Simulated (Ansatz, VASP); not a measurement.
Al2Cu: VASP beside Ansatz

```
CELL_PARAMETERS angstrom
4.10518 0.00000 0.00000
0.00000 4.10518 0.00000
0.00000 0.00000 2.89131
ATOMIC_POSITIONS crystal
Al 0.50000 0.00000 0.50000
Al 0.00000 0.50000 0.50000
Cu 0.00000 0.00000 0.00000
```

Alike in both runs: task single point; functional PBEsol; k mesh 10 × 10 × 14; occupations fermi-dirac, width 0.01 eV; no spin polarisation.

```csv
,VASP,Ansatz
version,VASP 6.6.1,Ansatz 0.2.0
potentials or method,"VASP PAW PBE potentials, release 64 (Al, Cu), cutoff 520 eV","scalar-relativistic, plane waves, PAW"
valence electrons in the cell,17,25
```

```csv
,VASP,Ansatz,Ansatz less VASP
gap on the k mesh at the Fermi level (eV),none,none,-
pressure (GPa),-2.2,-2.4,-0.20
"traceless stress, the component that is largest in VASP (GPa)",-0.60,-0.60,-0.001
```

VASP's potentials were made for PBE, not for PBEsol. A gap of «none» marks a metal or a gap that the smearing closes. VASP's potentials hold 17 valence electrons a cell and Ansatz's 25, so a difference there can come from the potentials and not from the codes.
